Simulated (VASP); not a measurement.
Runs of VASP 6.6.1 on BeTe. The structure is that of space group F-43m (No. 216), or close to it. The cells are those of the table. 

```tsv
cell	gap on the mesh (eV)	pressure (GPa)
a = 3.859, b = 3.859, c = 3.917 Å, angles 59.5, 59.5, 61.0°, 2 atoms	1.50	6.8
a = 3.977, b = 3.977, c = 3.917 Å, angles 60.5, 60.5, 59.0°, 2 atoms	(b)	(c)
a = 3.888, b = 3.888, c = 3.859 Å, angles 60.3, 60.3, 59.5°, 2 atoms	1.70	6.8
a = 3.829, b = 3.829, c = 3.800 Å, angles 60.3, 60.3, 59.5°, 2 atoms	(a)	10.9
a = 3.889, b = 3.889, c = 3.800 Å, angles 60.8, 60.8, 58.5°, 2 atoms	1.51	8.1
```

Alike in all rows: task single point; level PBE; potentials or basis VASP PAW PBE potentials, release 64 (Be, Te); no spin polarisation; k mesh 8 × 8 × 8; cutoff (eV) 520; smearing gaussian 0.05 eV.

Problem. Fill in the values left out.

Solution. (a) 1.56; (b) 1.80; (c) 2.4.

Caveats: spin-orbit coupling is left out, which moves the levels of the heavy elements.

A k mesh can miss the band edges, and the runs leave out spin-orbit coupling on Te.
